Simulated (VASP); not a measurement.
A run of VASP 6.6.1 is set up as follows.

The input INCAR:

```
PREC     = Accurate       # precision mode
ENCUT    = 600            # plane-wave cutoff, eV
EDIFF    = 1E-6           # SCF threshold, eV
ISMEAR   = 0              # smearing method
SIGMA    = 0.15           # smearing width, eV
LREAL    = False          # projectors in reciprocal space
LASPH    = True           # aspherical terms in the spheres
NELM     = 120            # most SCF steps
ALGO     = Normal         # electronic algorithm
ISIF     = 2              # what is computed and relaxed
LWAVE    = False          # write WAVECAR
LCHARG   = False          # write CHGCAR
GGA      = PE             # functional
NBANDS   = 11             # bands
GGA_COMPAT= False
```

The input KPOINTS:

```
Automatic mesh
0
Gamma
  5 5 5
```

File POSCAR:

```
BeS
1.0
    2.8897484425      0.0000000000      0.0000000000
    0.0000000000      2.8897484425      0.0000000000
    0.0000000000      0.0000000000      2.8897484425
Be S
1 1
Direct
    0.0000000000      0.0000000000      0.0000000000
    0.5000000000      0.5000000000      0.5000000000
```

Potentials or basis: VASP PAW PBE potentials, release 64 (Be, S).

Command:

```bash
$ cat potpaw_PBE.64/Be/POTCAR potpaw_PBE.64/S/POTCAR > POTCAR
$ mpirun -np 1 vasp_std > vasp.out
```

**Question.** What does it give for the band gap on the k mesh?

**Answer.** Zero (band 4 reaches 8.13 eV, above the bottom of band 5 at 7.77 eV).

**Question.** Estimate the pressure.

**Answer.** 0.6 GPa.

Caveat: the k points lie up to 0.43 Å⁻¹ apart.
